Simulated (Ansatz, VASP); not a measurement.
## PbO: VASP beside Ansatz

INCAR

```
SYSTEM = PbO
PREC = Accurate
ENCUT = 520
EDIFF = 1E-6
ISMEAR = -1
SIGMA = 0.02
LREAL = .False.
LASPH = .True.
NELM = 60
ALGO = Normal
ISIF = 2
LWAVE = .False.
LCHARG = .False.
GGA = PE
NBANDS = 28
```

Contents of KPOINTS:

```
regular mesh
0
Gamma
  6 6 6
  0 0 0
```

POSCAR

```
PbO
1.0
    3.9338331736      0.0000000000      0.0000000000
    0.0000000000      3.9338331736      0.0000000000
    0.0000000000      0.0000000000      4.9424023714
Pb O
2 2
Direct
    0.0000000000      0.5000000000      0.2421395116
    0.5000000000      0.0000000000      0.7578604884
    0.0000000000      0.0000000000      0.0000000000
    0.5000000000      0.5000000000      0.0000000000
```

Input for Ansatz:

```yaml
crystal:
  lattice:
    - [3.9338331736, 0.0, 0.0]
    - [0.0, 3.9338331736, 0.0]
    - [0.0, 0.0, 4.9424023714]
  atoms:
    - { symbol: Pb, position: [0.0, 0.5, 0.2421395116] }
    - { symbol: Pb, position: [0.5, 0.0, 0.7578604884] }
    - { symbol: O, position: [0.0, 0.0, 0.0] }
    - { symbol: O, position: [0.5, 0.5, 0.0] }
kpoints:
  mp_grid: { grid: [6, 6, 6] }
  band_path:
    path:
      - [0.0, 0.0, 0.0]
      - [0.0, 0.5, 0.0]
      - [0.5, 0.5, 0.0]
      - [0.0, 0.0, 0.5]
      - [0.0, 0.5, 0.5]
      - [0.5, 0.5, 0.5]
      - [-0.057292, -0.057292, 0.0]
    npoints: 1
hamiltonian:
  xc: pbe
scf:
  occupations: { method: fermi_dirac, width: 0.02 }
  n_extra_bands: 5
output:
  forces: true
  stress: true
  eigenvalues: true
```

Change from the starting cell: hydrostatic strain -1.2%.

Alike in both runs: task single point; functional PBE; k mesh 6 × 6 × 6; occupations fermi-dirac, width 0.02 eV; no spin polarisation.

|  | VASP | Ansatz |
| --- | --- | --- |
| version | VASP 6.6.1 | Ansatz 0.2.0 |
| potentials or method | VASP PAW PBE potentials, release 64 (Pb_d, O) | plane waves, PAW |
| plane-wave cutoff (eV) | 520 | 420 |
| valence electrons in the cell | 40 | 40 |

```csv
,VASP,Ansatz,Ansatz less VASP
gap on the k mesh at the Fermi level (eV),1.03,1.02,-0.009
pressure (GPa),6.5,6.4,-0.09
"traceless stress, the component that is largest in VASP (GPa)",-1.41,-1.40,+0.012
rms of the force components (eV/Å),0.170,0.152,-0.0186
```

Atom by atom the forces differ by 0.019 eV/Å (rms over components). With one functional, cell and mesh, what is left measures potentials, basis and numerics.

Spin-orbit coupling is off throughout.
